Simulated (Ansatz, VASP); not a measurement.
**BP2: VASP beside Ansatz**

```xyz
3
Lattice="4.1782 0.0000 0.0000 -2.0891 3.6184 0.0000 0.0000 0.0000 2.3528" Properties=species:S:1:pos:R:3 pbc="T T T"
B     0.0000    0.0000    0.0000
P     0.0000    2.4123    1.1764
P     2.0891    1.2061    1.1764
```

Alike in both runs: functional PBE; k mesh 12 × 12 × 20; occupations gaussian, width 0.1 eV; no spin polarisation.

Ansatz relaxed the structure, and its values are those at the end. VASP's run is a single point on that final structure, the one shown.

|  | VASP | Ansatz |
| --- | --- | --- |
| version | VASP 6.6.1 | Ansatz 0.2.0 |
| potentials or method | VASP PAW PBE potentials, release 64 (B, P), cutoff 520 eV | scalar-relativistic, plane waves, PAW |
| valence electrons in the cell | 13 | 13 |

VASP gave:

* gap on the k mesh at the Fermi level (eV): none
* pressure (GPa): -0.3

Task: Estimate Ansatz's values.

Result: gap on the k mesh at the Fermi level (eV): none; pressure (GPa): 0.0.

A gap of «none» marks a metal or a gap that the smearing closes.
